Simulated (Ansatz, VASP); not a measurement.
# Zr in VASP and in Ansatz

```
Zr
1.0
    -1.71472    1.71472    1.71472
     1.71472   -1.71472    1.71472
     1.71472    1.71472   -1.71472
Zr
1
Direct
  0.00000 0.00000 0.00000
```

Alike in both runs: task single point; functional PBEsol; k mesh 14 × 14 × 14; occupations fermi-dirac, width 0.1 eV; no spin polarisation.

|  | VASP | Ansatz |
| --- | --- | --- |
| version | VASP 6.6.1 | Ansatz 0.2.0 |
| potentials or method | VASP PAW PBE potentials, release 64 (Zr_sv), cutoff 520 eV | plane waves (420 eV) with PAW, scalar-relativistic |
| valence electrons in the cell | 12 | 12 |

|  | VASP | Ansatz | Ansatz less VASP |
| --- | --- | --- | --- |
| pressure (GPa) | 8.6 | 8.5 | -0.12 |

VASP's potentials were made for PBE, not for PBEsol, and Ansatz warns of the same on its side. The functional is the same, so the differences come from potentials, cutoffs and numerics.
